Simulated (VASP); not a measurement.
# AgCl (Chlorargyrite) (Fm-3m) in VASP: a series of runs

The runs below take AgCl (Chlorargyrite) through single point, with LDA.

Everything below comes from runs of VASP 6.6.1. Logs are shortened: lines on timing, memory, paths and dates and some standing lists are left out, and cuts for length are marked.

## 1. The cell of the first run

The structure is cubic, space group Fm-3m (No. 225). Conventional cell: a = 5.470 Å, b = 5.470 Å, c = 5.470 Å, α = 90.00°, β = 90.00°, γ = 90.00°. Ag (site symmetry m-3m) has 6 Cl at 2.73 Å within 3.6 Å. Within 3.6 Å of Cl (site symmetry m-3m) lie 6 Ag at 2.73 Å.

## 2. Single point, LDA

INCAR

```
ALGO = Normal
EDIFF = 1E-7
ENCUT = 520
ISIF = 2
ISMEAR = -1
LASPH = True
LCHARG = False
LREAL = False
LWAVE = False
NBANDS = 16
NELM = 80
PREC = Accurate
SIGMA = 0.03
```

KPOINTS

```
k-points
0
Gamma
  7 7 7
```

POSCAR

```
AgCl
1.0
    0.0000000000      2.7350000000      2.7350000000
    2.7350000000      0.0000000000      2.7350000000
    2.7350000000      2.7350000000      0.0000000000
Ag Cl
1 1
Direct
    0.0000000000      0.0000000000      0.0000000000
    0.5000000000      0.5000000000      0.5000000000
```

Potentials or basis: VASP PAW LDA potentials, release 64 (Ag, Cl).

The run is started by

```console
$ cat potpaw_LDA.64/Ag/POTCAR potpaw_LDA.64/Cl/POTCAR > POTCAR
$ mpirun -np 1 vasp_std > vasp.out
```

OUTCAR:

```text
EDIFF = 1E-7
   ENCUT = 520
   ISIF = 2
   ISMEAR = -1
   LASPH = True
   LREAL = False
   NELM = 80
   PREC = Accurate

 ion  position               nearest neighbor table
   1  0.000  0.000  0.000-   2 2.73   2 2.73   2 2.73   2 2.73   2 2.73   2 2.73
   2  0.500  0.500  0.500-   1 2.73   1 2.73   1 2.73   1 2.73   1 2.73   1 2.73

  LATTYP: Found a face centered cubic cell.
 ALAT       =     5.4700000000

  Lattice vectors:

 A1 = (   0.0000000000,   2.7350000000,   2.7350000000)
 A2 = (   2.7350000000,   0.0000000000,   2.7350000000)
 A3 = (   2.7350000000,   2.7350000000,   0.0000000000)

Analysis of symmetry for initial positions (statically):
=====================================================================
 Subroutine PRICEL returns:
 Original cell was already a primitive cell.

 Routine SETGRP: Setting up the symmetry group for a
 face centered cubic supercell.

 Subroutine GETGRP returns: Found 48 space group operations
 (whereof 48 operations were pure point group operations)
 out of a pool of 48 trial point group operations.

The static configuration has the point symmetry O_h .

Analysis of symmetry for dynamics (positions and initial velocities):
=====================================================================
 Subroutine PRICEL returns:
 Original cell was already a primitive cell.

 Routine SETGRP: Setting up the symmetry group for a
 face centered cubic supercell.

 Subroutine GETGRP returns: Found 48 space group operations
 (whereof 48 operations were pure point group operations)
 out of a pool of 48 trial point group operations.

The dynamic configuration has the point symmetry O_h .

 Subroutine INISYM returns: Found 48 space group operations
 (whereof 48 operations are pure point group operations),
 and found     1 'primitive' translations

----------------------------------------------------------------------------------------

                                     Primitive cell

  volume of cell :      40.9168

  direct lattice vectors                    reciprocal lattice vectors
     0.000000000  2.735000000  2.735000000    -0.182815356  0.182815356  0.182815356
     2.735000000  0.000000000  2.735000000     0.182815356 -0.182815356  0.182815356
     2.735000000  2.735000000  0.000000000     0.182815356  0.182815356 -0.182815356

  length of vectors
     3.867874093  3.867874093  3.867874093     0.316645486  0.316645486  0.316645486

  position of ions in fractional coordinates (direct lattice)
     0.000000000  0.000000000  0.000000000
     0.500000000  0.500000000  0.500000000

  ion indices of the primitive-cell ions
   primitive index   ion index
                 1           1
                 2           2

----------------------------------------------------------------------------------------

 KPOINTS: k-points

Automatic generation of k-mesh.
 Grid dimensions read from file:
 generate k-points for:    7    7    7

 Generating k-lattice:

  Cartesian coordinates                     Fractional coordinates (reciprocal lattice)
    -0.026116479  0.026116479  0.026116479     0.142857143  0.000000000  0.000000000
     0.026116479 -0.026116479  0.026116479     0.000000000  0.142857143  0.000000000
     0.026116479  0.026116479 -0.026116479     0.000000000  0.000000000  0.142857143

  Length of vectors
     0.045235069  0.045235069  0.045235069

  Shift w.r.t. Gamma in fractional coordinates (k-lattice)
     0.000000000  0.000000000  0.000000000

 Subroutine IBZKPT returns following result:
 ===========================================

 Found     20 irreducible k-points:

 Following reciprocal coordinates:
            Coordinates               Weight
  0.000000  0.000000  0.000000      1.000000
  0.142857  0.000000  0.000000      8.000000
  0.285714  0.000000  0.000000      8.000000
  0.428571  0.000000  0.000000      8.000000
  0.142857  0.142857  0.000000      6.000000
  0.285714  0.142857  0.000000     24.000000
[... 12 lines left out ...]
 -0.428571  0.428571  0.142857     24.000000
 -0.285714  0.428571  0.142857     24.000000
   k-points           NKPTS =     20   k-points in BZ     NKDIM =     20   number of bands    NBANDS=     16
   number of dos      NEDOS =    301   number of ions     NIONS =      2
   total plane-waves  NPLWV =  27000
   dimension x,y,z NGX =    30 NGY =   30 NGZ =   30
   dimension x,y,z NGXF=    60 NGYF=   60 NGZF=   60
   ions per type =               1   1
   NGX,Y,Z   is equivalent  to a cutoff of  12.89, 12.89, 12.89 a.u.
   NGXF,Y,Z  is equivalent  to a cutoff of  25.79, 25.79, 25.79 a.u.
 SYSTEM =  unknown system
   PREC   = accura    normal or accurate (medium, high low for compatibility)
   ISTART =      0    job   : 0-new  1-cont  2-samecut
   ICHARG =      2    charge: 1-file 2-atom 10-const
   ISPIN  =      1    spin polarized calculation?
   LNONCOLLINEAR =      F non collinear calculations
   LSORBIT =      F    spin-orbit coupling
   LASPH  =      T    aspherical Exc in radial PAW
   ENCUT  =  520.0 eV  38.22 Ry    6.18 a.u.   7.19  7.19  7.19*2*pi/ulx,y,z
   NELM   =     80;   NELMIN=  2; NELMDL= -5     # of ELM steps
   EDIFF  = 0.1E-06   stopping-criterion for ELM
   LREAL  =      F    real-space projection
   EDIFFG = 0.1E-05   stopping-criterion for IOM
   NSW    =      0    number of steps for IOM
   IBRION =     -1    ionic relax: 0-MD 1-quasi-New 2-CG
   NFREE  =      0    steps in history (QN), initial steepest desc. (CG)
   ISIF   =      2    stress and relaxation
   ISYM   =      2    0-nonsym 1-usesym 2-fastsym
   POTIM  = 0.5000    time-step for ionic-motion
   TEBEG  =    0.0;   TEEND  =   0.0 temperature during run
   PSTRESS=    0.0 pullay stress
   NELECT =      18.0000    total number of electrons
   NUPDOWN=      -1.0000    fix difference up-down
   EMIN   =  10.00;   EMAX   =-10.00  energy-range for DOS
   EFERMI =   0.00;   METHOD = LEGACY
   ISMEAR =    -1;   SIGMA  =   0.03  broadening in eV -4-tet -1-fermi 0-gaus
   EFERMI_NEDOS =   21; number of points for ismear=-14 and -15
   IALGO  =     38    algorithm
   IMIX   =      4    mixing-type and parameters
     AMIX     =   0.40;   BMIX     =  1.00
     AMIX_MAG =   1.60;   BMIX_MAG =  1.00
  volume/ion in A,a.u.               =      20.46       138.06
  Fermi-wavevector in a.u.,A,eV,Ry     =   1.245083  2.352866 21.092186  1.550232
  Thomas-Fermi vector in A             =   2.379321
   LORBIT       =      0    0 simple, 1 ext, 2 COOP (PROOUT), +10 PAW based schemes
   GGA     = CA    functional components
   LHFCALC =     F    Hartree Fock is set to
   AEXX    =    0.0000 exact exchange contribution
   IVDW    =     0    specifies the selected vdW correction
   LEPSILON=     F    determine dielectric tensor
   LRPA    =     F    only Hartree local field effects (RPA)
 non-spin polarized calculation
  energy-cutoff  :      520.00
  volume of cell :       40.92
 maximum number of plane-waves:      1117
 NGX is ok and might be reduce to    30
   NGX = 15   NGY = 15   NGZ = 15

 number of electron      18.0000002 magnetization

 Free energy of the ion-electron system (eV)
  ---------------------------------------------------
  ext. energy  EPLUGINS =         0.00000000
  ---------------------------------------------------
  free energy    TOTEN  =        -6.76225892 eV

  energy without entropy =       -6.76225878  energy(sigma->0) =       -6.76225885

 E-fermi :   4.4519     XC(G=0): -10.6500

 val. band max:        4.0401200338   @ k =   0.4286   0.0000   0.0000
 cond. band min:       4.7636844152   @ k =   0.0000   0.0000   0.0000
 fundamental gap:      0.7235643814
 Fermi energy:         4.4519175493

 k-point     1 :       0.0000    0.0000    0.0000
  band No.  band energies     occupation
      1     -11.2106      2.00000
      2       1.4237      2.00000
      3       1.4237      2.00000
      4       1.4237      2.00000
      5       1.4651      2.00000
      6       1.4651      2.00000
[... 8 lines left out ...]
     15      17.3702      0.00000
     16      17.3702      0.00000

 k-point     2 :       0.1429    0.0000    0.0000
  band No.  band energies     occupation
      1     -11.1200      2.00000
      2       0.5454      2.00000
      3       0.6703      2.00000
      4       0.6703      2.00000
      5       1.5022      2.00000
      6       1.5022      2.00000
[... 8 lines left out ...]
     15      16.0365      0.00000
     16      16.6325      0.00000

 k-point     3 :       0.2857    0.0000    0.0000
  band No.  band energies     occupation
      1     -10.9040      2.00000
      2      -0.6939      2.00000
      3       0.0230      2.00000
      4       0.0230      2.00000
      5       1.6761      2.00000
      6       1.6761      2.00000
[... 8 lines left out ...]
     15      16.5374      0.00000
     16      16.6170      0.00000

 k-point     4 :       0.4286    0.0000    0.0000
  band No.  band energies     occupation
      1     -10.7163      2.00000
      2      -1.4626      2.00000
      3      -0.3194      2.00000
      4      -0.3194      2.00000
      5       1.8228      2.00000
      6       1.8228      2.00000
[... 8 lines left out ...]
     15      17.5523      0.00000
     16      17.5523      0.00000

 k-point     5 :       0.1429    0.1429    0.0000
  band No.  band energies     occupation
      1     -11.0943      2.00000
      2       0.0174      2.00000
      3       1.0235      2.00000
      4       1.0235      2.00000
      5       1.3507      2.00000
      6       1.5049      2.00000
[... 8 lines left out ...]
     15      18.1747      0.00000
     16      18.2655      0.00000

 k-point     6 :       0.2857    0.1429    0.0000
  band No.  band energies     occupation
      1     -10.9307      2.00000
      2      -0.6194      2.00000
      3       0.3418      2.00000
      4       0.4535      2.00000
      5       1.4545      2.00000
      6       1.6985      2.00000
[... 8 lines left out ...]
     15      17.7730      0.00000
     16      18.3040      0.00000

 k-point     7 :       0.4286    0.1429    0.0000
  band No.  band energies     occupation
      1     -10.7413      2.00000
      2      -1.1561      2.00000
      3      -0.2552      2.00000
      4      -0.0776      2.00000
      5       1.6579      2.00000
      6       1.8506      2.00000
[... 8 lines left out ...]
     15      18.1681      0.00000
     16      18.4192      0.00000

 k-point     8 :      -0.4286    0.1429    0.0000
  band No.  band energies     occupation
      1     -10.6767      2.00000
      2      -1.3586      2.00000
      3      -0.3157      2.00000
      4      -0.3144      2.00000
      5       1.8107      2.00000
      6       1.8374      2.00000
[... 8 lines left out ...]
     15      17.5080      0.00000
     16      18.6032      0.00000

 k-point     9 :      -0.2857    0.1429    0.0000
  band No.  band energies     occupation
      1     -10.7938      2.00000
      2      -1.0279      2.00000
      3      -0.2376      2.00000
      4       0.0723      2.00000
      5       1.6939      2.00000
      6       1.7837      2.00000
[... 8 lines left out ...]
     15      18.1165      0.00000
     16      18.2514      0.00000
[... 96 lines left out ...]
 k-point    15 :       0.4286    0.4286    0.0000
  band No.  band energies     occupation
      1     -10.6952      2.00000
      2      -0.6753      2.00000
      3       0.8113      2.00000
      4       0.8113      2.00000
      5       1.0615      2.00000
      6       1.6689      2.00000
[... 8 lines left out ...]
     15      19.6702      0.00000
     16      19.6922      0.00000

 k-point    16 :      -0.4286    0.4286    0.0000
  band No.  band energies     occupation
      1     -10.6601      2.00000
      2      -0.5210      2.00000
      3       0.1599      2.00000
      4       0.4063      2.00000
      5       1.3651      2.00000
      6       1.9582      2.00000
[... 8 lines left out ...]
     15      18.6368      0.00000
     16      19.6255      0.00000

 k-point    17 :       0.4286    0.2857    0.1429
  band No.  band energies     occupation
      1     -10.7894      2.00000
      2      -0.9170      2.00000
      3      -0.0376      2.00000
      4       0.3189      2.00000
      5       1.5745      2.00000
      6       1.8065      2.00000
[... 8 lines left out ...]
     15      18.6513      0.00000
     16      19.9273      0.00000

 k-point    18 :      -0.4286    0.2857    0.1429
  band No.  band energies     occupation
      1     -10.6715      2.00000
      2      -0.9993      2.00000
      3      -0.2779      2.00000
      4      -0.1095      2.00000
      5       1.7229      2.00000
      6       1.8593      2.00000
[... 8 lines left out ...]
     15      17.9318      0.00000
     16      19.4199      0.00000

 k-point    19 :      -0.4286    0.4286    0.1429
  band No.  band energies     occupation
      1     -10.6639      2.00000
      2      -0.6285      2.00000
      3      -0.0467      2.00000
      4       0.2014      2.00000
      5       1.6225      2.00000
      6       1.8995      2.00000
[... 8 lines left out ...]
     15      18.5828      0.00000
     16      19.6823      0.00000

 k-point    20 :      -0.2857    0.4286    0.1429
  band No.  band energies     occupation
      1     -10.6371      2.00000
      2      -0.5571      2.00000
      3      -0.2965      2.00000
      4      -0.1223      2.00000
      5       1.7521      2.00000
      6       1.9018      2.00000
[... 8 lines left out ...]
     15      17.5175      0.00000
     16      19.7806      0.00000

------------------------ aborting loop because EDIFF is reached ----------------------------------------

  FORCE on cell =-STRESS in cart. coord.  units (eV):
  Direction    XX          YY          ZZ          XY          YZ          ZX
  --------------------------------------------------------------------------------------
  -------------------------------------------------------------------------------------
  Total       -0.9628214     -0.9628214     -0.9628214      0.0000000      0.0000000      0.0000000
  in kB      -37.7011267    -37.7011267    -37.7011267      0.0000000      0.0000000      0.0000000
  external PRESSURE =     -37.7011267 kB  Pullay stress =       0.0000000 kB

 VOLUME and BASIS-vectors are now :
 -----------------------------------------------------------------------------
  energy-cutoff  :      520.00
  volume of cell :       40.92
      direct lattice vectors                 reciprocal lattice vectors
     0.000000000  2.735000000  2.735000000    -0.182815356  0.182815356  0.182815356
     2.735000000  0.000000000  2.735000000     0.182815356 -0.182815356  0.182815356
     2.735000000  2.735000000  0.000000000     0.182815356  0.182815356 -0.182815356

 POSITION                                       TOTAL-FORCE (eV/Angst)
 -----------------------------------------------------------------------------------
      0.00000      0.00000      0.00000         0.000000     -0.000000      0.000000
      2.73500      2.73500      2.73500        -0.000000      0.000000     -0.000000
 -----------------------------------------------------------------------------------
    total drift:                               -0.000000      0.000000      0.000000

  FREE ENERGIE OF THE ION-ELECTRON SYSTEM (eV)
  ---------------------------------------------------
  free  energy   TOTEN  =        -6.7622589237 eV

  energy  without entropy=       -6.7622587810  energy(sigma->0) =       -6.76225885
```

It took 21 s on 1 thread of Intel Xeon 8259CL, shared host; peak memory 0.15 GiB.

What came out:

```
Free energy            : -6.7623 eV
Pressure               : -3.8 GPa
Band gap on the k mesh : 0.72 eV, indirect (least direct gap 3.12 eV)
```

A k mesh can miss the band edges. As with any semilocal functional, this LDA gap is likely too small.

## 3. Single point, LDA

INCAR

```
SYSTEM = AgCl
ALGO = Normal
EDIFF = 1E-7
ENCUT = 520
GGA = CA
ISIF = 2
ISMEAR = -1
LASPH = .True.
LCHARG = .False.
LREAL = .False.
LWAVE = .False.
NBANDS = 16
NELM = 100
PREC = Accurate
SIGMA = 0.03
```

KPOINTS

```
k-points
0
Gamma
  9 9 9
  0 0 0
```

POSCAR is that of step 2.

Potentials or basis: VASP PAW LDA potentials, release 64 (Ag, Cl).

The run is started by

```console
$ cat potpaw_LDA.64/Ag/POTCAR potpaw_LDA.64/Cl/POTCAR > POTCAR
$ mpirun -np 1 vasp_std > vasp.out
```

It took 49 s on 1 thread of Intel Xeon 8259CL, shared host; peak memory 0.16 GiB.

The run converged. Its results:

| Item | Value |
| --- | --- |
| Free energy | -6.7624 eV |
| Pressure | -3.8 GPa |
| Band gap on the k mesh | 0.69 eV, indirect (least direct gap 3.07 eV) |

Levels at points of the mesh, in eV from the valence-band top:
```tsv
k point	band 6	band 7	band 8	band 9	band 10	band 11	band 12	band 13
(0.00, 0.00, 0.00)	-2.61	-2.43	-2.43	-2.43	0.69	10.78	10.78	10.78
```
